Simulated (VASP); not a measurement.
A run of VASP 6.6.1:

File INCAR:

```
SYSTEM = SiTe
ALGO     = Normal         ! electronic algorithm
EDIFF    = 1E-6           ! SCF threshold, eV
ENCUT    = 520            ! plane-wave cutoff, eV
GGA      = RP             ! functional
ISIF     = 2              ! what is computed and relaxed
ISMEAR   = -1             ! smearing method
IVDW     = 12             ! dispersion correction
LASPH    = .True.         ! aspherical terms in the spheres
LCHARG   = .False.        ! write CHGCAR
LREAL    = .False.        ! projectors in reciprocal space
LWAVE    = .False.        ! write WAVECAR
NBANDS   = 12             ! bands
NELM     = 80             ! most SCF steps
PREC     = Accurate       ! precision mode
SIGMA    = 0.05           ! smearing width, eV
```

KPOINTS

```
k-points
0
Gamma
  8 8 6
  0 0 0
```

Contents of POSCAR:

```
SiTe
1.0
    3.0508861461      0.0000000000      0.0000000000
   -1.5254430730      2.6421449066      0.0000000000
    0.0000000000      0.0000000000      5.3347376373
Si Te
1 1
Direct
    0.0000000000      0.0000000000      0.5000000000
    0.0000000000      0.0000000000      0.0000000000
```

Potentials or basis: VASP PAW PBE potentials, release 64 (Si, Te).

Run with:

```console
$ cat potpaw_PBE.64/Si/POTCAR potpaw_PBE.64/Te/POTCAR > POTCAR
$ mpirun -np 1 vasp_std > vasp.out
```

Hardware: 1 thread of Intel(R) Xeon(R) Platinum 8375C CPU @ 2.90GHz (Ice Lake), on a shared host.

Q: How long does it take, and how much memory?

A: It took 9.2 s on 1 thread of Intel(R) Xeon(R) Platinum 8375C CPU @ 2.90GHz (Ice Lake), with other jobs on the host, peak memory 0.18 GiB. Counts: scf iterations 12, k points 40.
